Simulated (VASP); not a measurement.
# LiH (P-6m2) in VASP: further runs

The runs below take LiH through single point, relaxation of cell and atoms, with PBE, r2SCAN.

Everything below comes from runs of VASP 6.6.1. Logs are shortened: lines on timing, memory, paths and dates and some standing lists are left out, and cuts for length are marked.

### 1 The cell of the first run

It takes space group P-6m2 (No. 187, hexagonal). Conventional cell: a = 2.756 Å, b = 2.756 Å, c = 2.534 Å, α = 90.00°, β = 90.00°, γ = 120.00°. Li (site symmetry -6m2) has 6 H at 2.03 Å and 8 Li at 2.53 to 2.76 Å within 2.8 Å. Within 2.8 Å of H (site symmetry -6m2) lie 6 Li at 2.03 Å and 8 H at 2.53 to 2.76 Å.

### 2 Single point, PBE

INCAR reads:

```
SYSTEM = LiH
ALGO = Normal
EDIFF = 1E-7
ENCUT = 520
GGA = PE
ISIF = 2
ISMEAR = 0
LASPH = .True.
LCHARG = .False.
LREAL = .False.
LWAVE = .False.
NBANDS = 12
NELM = 100
PREC = Accurate
SIGMA = 0.1
```

KPOINTS reads:

```
k-points
0
Gamma
  6 6 4
  0 0 0
```

POSCAR reads:

```
LiH
1.0
    0.0000000000      0.0000000000      2.5344731057
    2.7560389747      0.0000000000      0.0000000000
    0.0000000000      4.7735995318      0.0000000000
Li H
2 2
Direct
    0.0000000000      0.5000000000      0.1666666667
    0.0000000000      0.0000000000      0.6666666667
    0.5000000000      1.0000000000      0.0000000000
    0.5000000000      0.5000000000      0.5000000000
```

Potentials or basis: VASP PAW PBE potentials, release 64 (Li_sv, H).

Launch:

```console
$ cat potpaw_PBE.64/Li_sv/POTCAR potpaw_PBE.64/H/POTCAR > POTCAR
$ mpirun -np 1 vasp_std > vasp.out
```

OUTCAR:

```text
SYSTEM = LiH
   EDIFF = 1E-7
   ENCUT = 520
   GGA = PE
   ISIF = 2
   ISMEAR = 0
   LASPH = .True.
   LREAL = .False.
   NELM = 100
   PREC = Accurate

 ion  position               nearest neighbor table
   1  0.000  0.500  0.167-
   2  0.000  0.000  0.667-
   3  0.500  0.000  0.000-
   4  0.500  0.500  0.500-

  LATTYP: Found a simple orthorhombic cell.
 ALAT       =     2.5344731057
 B/A-ratio  =     1.0874208799
 C/A-ratio  =     1.8834682132

  Lattice vectors:

 A1 = (   0.0000000000,   0.0000000000,   2.5344731057)
 A2 = (   2.7560389747,   0.0000000000,   0.0000000000)
 A3 = (   0.0000000000,   4.7735995318,   0.0000000000)

Analysis of symmetry for initial positions (statically):
=====================================================================
 Subroutine PRICEL returns following result:

  LATTYP: Found a hexagonal cell.
 ALAT       =     2.7560389747
 C/A-ratio  =     0.9196071351

  Lattice vectors:

 A1 = (  -2.7560389747,  -0.0000000000,   0.0000000000)
 A2 = (   1.3780194873,  -2.3867997659,   0.0000000000)
 A3 = (   0.0000000000,   0.0000000000,   2.5344731057)

   2 primitive cells build up your supercell.

 Routine SETGRP: Setting up the symmetry group for a
 simple orthorhombic supercell.

 Subroutine GETGRP returns: Found  4 space group operations
 (whereof  4 operations were pure point group operations)
 out of a pool of  8 trial point group operations.

The static configuration has the point symmetry C_2v.

Analysis of symmetry for dynamics (positions and initial velocities):
=====================================================================
 Subroutine PRICEL returns following result:

  LATTYP: Found a hexagonal cell.
 ALAT       =     2.7560389747
 C/A-ratio  =     0.9196071351

  Lattice vectors:

 A1 = (  -2.7560389747,  -0.0000000000,   0.0000000000)
 A2 = (   1.3780194873,  -2.3867997659,   0.0000000000)
 A3 = (   0.0000000000,   0.0000000000,   2.5344731057)

   2 primitive cells build up your supercell.

 Routine SETGRP: Setting up the symmetry group for a
 simple orthorhombic supercell.

 Subroutine GETGRP returns: Found  4 space group operations
 (whereof  4 operations were pure point group operations)
 out of a pool of  8 trial point group operations.

The dynamic configuration has the point symmetry C_2v.

 Subroutine INISYM returns: Found  4 space group operations
 (whereof  4 operations are pure point group operations),
 and found     2 'primitive' translations

----------------------------------------------------------------------------------------

                                     Primitive cell

  volume of cell :      16.6721

  direct lattice vectors                    reciprocal lattice vectors
    -2.756038975 -0.000000000  0.000000000    -0.362839571 -0.209485524  0.000000000
     1.378019487 -2.386799766  0.000000000     0.000000000 -0.418971048  0.000000000
     0.000000000  0.000000000  2.534473106     0.000000000  0.000000000  0.394559326

  length of vectors
     2.756038975  2.756038975  2.534473106     0.418971048  0.418971048  0.394559326

  position of ions in fractional coordinates (direct lattice)
     0.333333333  0.666666667  0.000000000
     0.000000000  0.000000000  0.500000000

  ion indices of the primitive-cell ions
   primitive index   ion index
                 1           1
                 2           4

----------------------------------------------------------------------------------------

 KPOINTS: k-points

Automatic generation of k-mesh.
 Grid dimensions read from file:
 generate k-points for:    6    6    4

 Generating k-lattice:

  Cartesian coordinates                     Fractional coordinates (reciprocal lattice)
     0.000000000  0.000000000  0.065759888     0.166666667  0.000000000  0.000000000
     0.060473262  0.000000000  0.000000000     0.000000000  0.166666667  0.000000000
     0.000000000  0.052371381  0.000000000     0.000000000  0.000000000  0.250000000

  Length of vectors
     0.065759888  0.060473262  0.052371381

  Shift w.r.t. Gamma in fractional coordinates (k-lattice)
     0.000000000  0.000000000  0.000000000

 Subroutine IBZKPT returns following result:
 ===========================================

 Found     48 irreducible k-points:

 Following reciprocal coordinates:
            Coordinates               Weight
  0.000000  0.000000  0.000000      1.000000
  0.166667  0.000000  0.000000      2.000000
  0.333333  0.000000  0.000000      2.000000
  0.500000  0.000000  0.000000      1.000000
  0.000000  0.166667  0.000000      2.000000
  0.166667  0.166667  0.000000      4.000000
[... 16 lines left out ...]
  0.333333  0.166667  0.250000      8.000000
  0.500000  0.166667  0.250000      4.000000
 [... further k-points ...]
   k-points           NKPTS =     48   k-points in BZ     NKDIM =     48   number of bands    NBANDS=     12
   number of dos      NEDOS =    301   number of ions     NIONS =      4
   total plane-waves  NPLWV =  14400
[... 28 lines left out ...]
   EMIN   =  10.00;   EMAX   =-10.00  energy-range for DOS
   EFERMI =   0.00;   METHOD = LEGACY
   ISMEAR =     0;   SIGMA  =   0.10  broadening in eV -4-tet -1-fermi 0-gaus
   EFERMI_NEDOS =   21; number of points for ismear=-14 and -15
   IALGO  =     38    algorithm
   IMIX   =      4    mixing-type and parameters
     AMIX     =   0.40;   BMIX     =  1.00
     AMIX_MAG =   1.60;   BMIX_MAG =  1.00
  volume/ion in A,a.u.               =       8.34        56.25
  Fermi-wavevector in a.u.,A,eV,Ry     =   1.017260  1.922342 14.079543  1.034817
  Thomas-Fermi vector in A             =   2.150650
   LORBIT       =      0    0 simple, 1 ext, 2 COOP (PROOUT), +10 PAW based schemes
   GGA     = PE    functional components
   LHFCALC =     F    Hartree Fock is set to
   AEXX    =    0.0000 exact exchange contribution
   IVDW    =     0    specifies the selected vdW correction
   LEPSILON=     F    determine dielectric tensor
   LRPA    =     F    only Hartree local field effects (RPA)
 non-spin polarized calculation
 Gauss-broadening in eV      SIGMA  =   0.10
  energy-cutoff  :      520.00
  volume of cell :       33.34
 maximum number of plane-waves:       918
 NGX is ok and might be reduce to    20

 number of electron       8.0000010 magnetization

 Free energy of the ion-electron system (eV)
  ---------------------------------------------------
  ext. energy  EPLUGINS =         0.00000000
  ---------------------------------------------------
  free energy    TOTEN  =       -11.78673112 eV

  energy without entropy =      -11.78673112  energy(sigma->0) =      -11.78673112

 E-fermi :   1.9422     XC(G=0):  -8.3695

 val. band max:        1.4836909447   @ k =   0.5000   0.3333   0.0000
 cond. band min:       3.3521997891   @ k =   0.0000   0.3333   0.0000
 fundamental gap:      1.8685088444
 Fermi energy:         1.9421630031

 k-point     1 :       0.0000    0.0000    0.0000
  band No.  band energies     occupation
      1     -44.5753      2.00000
      2     -44.5340      2.00000
      3      -5.3205      2.00000
      4      -2.5464      2.00000
      5       3.7269      0.00000
      6      11.8806      0.00000
      7      14.1871      0.00000
      8      14.2609      0.00000
      9      15.0364      0.00000
     10      16.7053      0.00000
     11      16.7054      0.00000
     12      18.9859      0.00000

 k-point     2 :       0.1667    0.0000    0.0000
  band No.  band energies     occupation
      1     -44.5635      2.00000
      2     -44.5234      2.00000
      3      -4.9337      2.00000
      4      -1.9996      2.00000
      5       4.0373      0.00000
      6       9.9619      0.00000
      7      12.5005      0.00000
      8      12.8354      0.00000
      9      15.0370      0.00000
     10      15.5912      0.00000
     11      17.2829      0.00000
     12      17.2830      0.00000
[... 301 lines left out ...]
 k-point    23 :       0.3333    0.1667    0.2500
  band No.  band energies     occupation
      1     -44.5277      2.00000
      2     -44.5047      2.00000
      3      -3.2078      2.00000
      4      -1.0264      2.00000
      5       6.1558      0.00000
      6       6.3675      0.00000
      7       8.0126      0.00000
      8      11.0444      0.00000
      9      12.0558      0.00000
     10      15.7660      0.00000
     11      16.1022      0.00000
     12      17.5439      0.00000

 k-point    24 :       0.5000    0.1667    0.2500
  band No.  band energies     occupation
      1     -44.5162      2.00000
      2     -44.4940      2.00000
      3      -2.4178      2.00000
      4       0.0635      2.00000
      5       4.3538      0.00000
      6       5.5500      0.00000
      7       7.8733      0.00000
      8      11.4521      0.00000
      9      12.7537      0.00000
     10      13.2397      0.00000
     11      17.1324      0.00000
     12      17.4851      0.00000

 [... further k-points ...]

------------------------ aborting loop because EDIFF is reached ----------------------------------------

  FORCE on cell =-STRESS in cart. coord.  units (eV):
  Direction    XX          YY          ZZ          XY          YZ          ZX
  --------------------------------------------------------------------------------------
  -------------------------------------------------------------------------------------
  Total       -0.0521377     -0.0425190     -0.0199716      0.0000000      0.0000000      0.0000000
  in kB       -2.5052036     -2.0430303     -0.9596304      0.0000000      0.0000000      0.0000000
  external PRESSURE =      -1.8359548 kB  Pullay stress =       0.0000000 kB

 VOLUME and BASIS-vectors are now :
 -----------------------------------------------------------------------------
  energy-cutoff  :      520.00
  volume of cell :       33.34
      direct lattice vectors                 reciprocal lattice vectors
     0.000000000  0.000000000  2.534473106     0.000000000  0.000000000  0.394559326
     2.756038975  0.000000000  0.000000000     0.362839571  0.000000000  0.000000000
     0.000000000  4.773599532  0.000000000     0.000000000  0.209485524  0.000000000

 POSITION                                       TOTAL-FORCE (eV/Angst)
 -----------------------------------------------------------------------------------
      1.37802      0.79560      0.00000         0.000000      0.000422     -0.000000
      0.00000      3.18240      0.00000         0.000000      0.000422      0.000000
      0.00000      0.00000      1.26724         0.000000     -0.000422     -0.000000
      1.37802      2.38680      1.26724        -0.000000     -0.000422      0.000000
 -----------------------------------------------------------------------------------
    total drift:                                0.000000      0.000011      0.000000

  FREE ENERGIE OF THE ION-ELECTRON SYSTEM (eV)
  ---------------------------------------------------
  free  energy   TOTEN  =       -11.7867311234 eV

  energy  without entropy=      -11.7867311234  energy(sigma->0) =      -11.78673112
```

It took 13 s on 1 thread of Intel Xeon Platinum 8488C (Sapphire Rapids), shared host; peak memory 0.14 GiB.

Results:

```
Free energy            : -11.7867 eV
Band gap on the k mesh : 1.87 eV
```

Caveat: the cutoff is under 1.25 times the usual one of these potentials, so pressure, stress and relaxed cells hold a basis-set (Pulay) error. A k mesh can miss the band edges.

### 3 Single point, r2SCAN

This run uses another cell than the first one: it holds 2 atoms, not 4.

POSCAR reads:

```
LiH
1.0
    2.7560389747      0.0000000000      0.0000000000
   -1.3780194873      2.3867997659      0.0000000000
    0.0000000000      0.0000000000      2.5344731057
Li H
1 1
Direct
    0.6666666667      0.3333333333      0.0000000000
    0.0000000000      0.0000000000      0.5000000000
```

INCAR.step1 reads:

```
PREC = Accurate
ENCUT = 520
ISMEAR = 0
SIGMA = 0.02
LREAL = False
LASPH = True
NELM = 60
NBANDS = 9
GGA = PE
ALGO = Normal
EDIFF = 1E-4
LWAVE = True
LCHARG = False
```

INCAR.step2 reads:

```
PREC = Accurate
ENCUT = 520
EDIFF = 1E-6
ISMEAR = 0
SIGMA = 0.02
LREAL = False
LASPH = True
NELM = 60
ALGO = Normal
ISIF = 2
LWAVE = False
LCHARG = False
METAGGA = R2SCAN
LMIXTAU = True
NBANDS = 9
ISTART = 1
```

KPOINTS reads:

```
regular mesh
0
Gamma
  12 12 10
```

Potentials or basis: VASP PAW PBE potentials, release 64 (Li_sv, H).

Launch:

```console
$ cat potpaw_PBE.64/Li_sv/POTCAR potpaw_PBE.64/H/POTCAR > POTCAR
$ cp INCAR.step1 INCAR
$ mpirun -np 1 vasp_std > vasp.out
$ cp INCAR.step2 INCAR
$ mpirun -np 1 vasp_std > vasp.out
```

It took 38 s on 1 thread of Intel Xeon Platinum 8488C (Sapphire Rapids), shared host; peak memory 0.13 GiB.

Results (log left out):

| Quantity | Value |
| --- | --- |
| Free energy | -6.5792 eV |
| Band gap on the k mesh | 2.42 eV (least direct gap 5.50 eV) |

Levels at points of the mesh, in eV from the valence-band top:
| k point | band 1 | band 2 | band 3 | band 4 | band 5 |
| --- | --- | --- | --- | --- | --- |
| (0.00, 0.00, 0.00) | -47.56 | -6.89 | 13.92 | 14.71 | 16.70 |
| (0.50, 0.00, 0.00) | -47.52 | -4.11 | 2.85 | 11.33 | 14.06 |
| (0.00, 0.00, 0.50) | -47.51 | -4.82 | 3.24 | 16.00 | 20.95 |
| (0.50, 0.00, 0.50) | -47.48 | -0.77 | 4.73 | 5.21 | 11.42 |

Caveat: the cutoff is under 1.25 times the usual one of these potentials, so pressure, stress and relaxed cells hold a basis-set (Pulay) error; the PAW data sets were made with another functional, which shifts forces and pressure a little. A k mesh can miss the band edges.

### 4 Relaxation of cell and atoms, PBE

This run uses another cell than the first one: it holds 2 atoms, not 4.

INCAR reads:

```
SYSTEM = LiH
ALGO = Normal
EDIFF = 1E-6
EDIFFG = -0.01
ENCUT = 600
GGA = PE
IBRION = 2
ISIF = 3
ISMEAR = 0
LASPH = .TRUE.
LCHARG = .FALSE.
LREAL = .FALSE.
LWAVE = .FALSE.
NELM = 100
NSW = 100
PREC = Accurate
SIGMA = 0.02
```

KPOINTS reads:

```
k-points
0
G
  12 12 10
  0 0 0
```

POSCAR reads:

```
LiH
1.0
    2.6370344000      0.0000000000      0.0000000000
   -1.3185172000      2.2837387800      0.0000000000
    0.0000000000      0.0000000000      2.5538555200
Li H
1 1
Direct
    0.6666666700      0.3333333300      0.0000000000
    0.0000000000      0.0000000000      0.5000000000
```

Launch:

```console
$ cat potpaw_PBE.64/Li_sv/POTCAR potpaw_PBE.64/H/POTCAR > POTCAR
$ mpirun -np 1 vasp_std > vasp.out
```

It took 19 s on 1 thread of Intel Xeon Platinum 8488C (Sapphire Rapids), shared host; peak memory 0.13 GiB.

It converged, with:

```
Free energy                           : -5.8936 eV
Relaxed volume                        : 8.29 Å³/atom
Relaxed cell                          : a = 2.751 Å, b = 2.751 Å, c = 2.530 Å, α = 90.00°, β = 90.00°, γ = 120.00°
Space group after relaxing (to 0.1 Å) : P-6m2 (No. 187)
Energy gained by relaxing             : 12.8 meV/atom
Ionic steps                           : 6
Pressure after relaxing               : 0.0 GPa
Band gap on the k mesh                : 1.86 eV (least direct gap 4.86 eV)
```

The path:
```csv
step,energy change (eV),largest force (eV/Å),pressure (GPa),volume (Å³)
1,0.0000,0.0000,2.64,15.38
2,-0.0152,0.0000,1.99,15.66
3,-0.0232,0.0000,0.99,16.16
4,-0.0235,0.0000,1.13,16.08
5,-0.0248,0.0000,0.67,16.28
6,-0.0256,0.0000,0.02,16.58
```

Final structure:
```
CELL_PARAMETERS angstrom
2.75080 0.00000 0.00000
-1.37540 2.38226 0.00000
0.00000 0.00000 2.53023
ATOMIC_POSITIONS crystal
Li 0.66667 0.33333 0.00000
H 0.00000 0.00000 0.50000
```

Levels at points of the mesh, in eV from the valence-band top:
| k point | band 1 | band 2 | band 3 | band 4 | band 5 | band 6 |
| --- | --- | --- | --- | --- | --- | --- |
| (0.00, 0.00, 0.00) | -46.05 | -6.83 | 12.75 | 13.59 | 15.27 | 15.27 |
| (0.50, 0.00, 0.00) | -46.01 | -4.05 | 2.25 | 10.43 | 12.82 | 18.21 |
| (0.00, 0.00, 0.50) | -46.00 | -4.75 | 2.55 | 14.60 | 18.91 | 18.91 |
| (0.50, 0.00, 0.50) | -45.97 | -0.77 | 4.08 | 4.59 | 10.40 | 14.88 |

Caveat: the cutoff is under 1.25 times the usual one of these potentials, so pressure, stress and relaxed cells hold a basis-set (Pulay) error.

### 5 Relaxation of cell and atoms, PBE

This run uses another cell than the first one: it holds 2 atoms, not 4.

INCAR reads:

```
  ALGO = Normal
  EDIFF = 1E-6
  EDIFFG = -0.01
  ENCUT = 600
  GGA = PE
  IBRION = 2
  ISIF = 3
  ISMEAR = 0
  LASPH = True
  LCHARG = False
  LREAL = False
  LWAVE = False
  NELM = 80
  NSW = 100
  PREC = Accurate
  SIGMA = 0.02
```

KPOINTS reads:

```
k-points
0
Gamma
  12 12 10
```

POSCAR reads:

```
LiH
1.0
    2.7560389747      0.0000000000      0.0000000000
   -1.3780194873      2.3867997659      0.0000000000
    0.0000000000      0.0000000000      2.5344731057
Li H
1 1
Direct
    0.6666666667      0.3333333333      0.0000000000
    0.0000000000      0.0000000000      0.5000000000
```

Launch:

```console
$ cat potpaw_PBE.64/Li_sv/POTCAR potpaw_PBE.64/H/POTCAR > POTCAR
$ mpirun -np 1 vasp_std > vasp.out
```

It took 7.7 s on 1 thread of Intel Xeon Platinum 8488C (Sapphire Rapids), shared host; peak memory 0.13 GiB.

Results (log left out):

| Quantity | Value |
| --- | --- |
| Free energy | -5.8952 eV |
| Relaxed volume | 8.32 Å³/atom |
| Relaxed cell | a = 2.755 Å, b = 2.755 Å, c = 2.533 Å, α = 90.00°, β = 90.00°, γ = 120.00° |
| Space group after relaxing (to 0.1 Å) | P-6m2 (No. 187) |
| Energy gained by relaxing | 0.0 meV/atom |
| Ionic steps | 2 |
| Pressure after relaxing | -0.1 GPa |
| Band gap on the k mesh | 1.87 eV (least direct gap 4.85 eV) |

Final structure:
```cif
data_structure
_symmetry_space_group_name_H-M 'P 1'
_symmetry_Int_Tables_number 1
_cell_length_a 2.7546
_cell_length_b 2.7546
_cell_length_c 2.5333
_cell_angle_alpha 90.000
_cell_angle_beta 90.000
_cell_angle_gamma 120.000
_cell_volume 16.65
loop_
_atom_site_label
_atom_site_type_symbol
_atom_site_fract_x
_atom_site_fract_y
_atom_site_fract_z
_atom_site_occupancy
Li1 Li 0.66667 0.33333 0.00000 1
H1 H 0.00000 0.00000 0.50000 1
```

Levels at points of the mesh, in eV from the valence-band top:
```csv
k point,band 1,band 2,band 3,band 4,band 5,band 6
"(0.00, 0.00, 0.00)",-46.05,-6.81,12.71,13.56,15.24,15.24
"(0.50, 0.00, 0.00)",-46.01,-4.03,2.25,10.41,12.79,18.17
"(0.00, 0.00, 0.50)",-46.00,-4.73,2.55,14.55,18.86,18.86
"(0.50, 0.00, 0.50)",-45.97,-0.77,4.08,4.59,10.37,14.84
```

Caveat: the cutoff is under 1.25 times the usual one of these potentials, so pressure, stress and relaxed cells hold a basis-set (Pulay) error. A k mesh can miss the band edges.

### 6 Overview

```csv
task,level,cell,k mesh,cutoff (eV),smearing,gap on the mesh (eV),pressure (GPa),relaxed volume (Å³/atom)
single point,PBE,"a = 2.534, b = 2.756, c = 4.774 Å, 4 atoms, atomic positions A",6 × 6 × 4,520,gaussian 0.1 eV,1.87,-,-
single point,r2SCAN,"a = 2.756, b = 2.756, c = 2.534 Å, angles 90.0, 90.0, 120.0°, 2 atoms, atomic positions B",12 × 12 × 10,520,gaussian 0.02 eV,2.42,-,-
relaxation of cell and atoms,PBE,"relaxed from a = 2.637, b = 2.637, c = 2.554 Å, angles 90.0, 90.0, 120.0°, 2 atoms, atomic positions B",12 × 12 × 10,600,gaussian 0.02 eV,1.86,0.0,8.29
relaxation of cell and atoms,PBE,"relaxed from a = 2.756, b = 2.756, c = 2.534 Å, angles 90.0, 90.0, 120.0°, 2 atoms, atomic positions B",12 × 12 × 10,600,gaussian 0.02 eV,1.87,-0.1,8.32
```

Alike in all rows: potentials or basis VASP PAW PBE potentials, release 64 (Li_sv, H); no spin polarisation.

Caveats: the cutoff is under 1.25 times the usual one of these potentials, so pressure, stress and relaxed cells hold a basis-set (Pulay) error; the PAW data sets were made with another functional, which shifts forces and pressure a little (at least some runs).

Absolute energies hang on the potentials; compare differences alone.
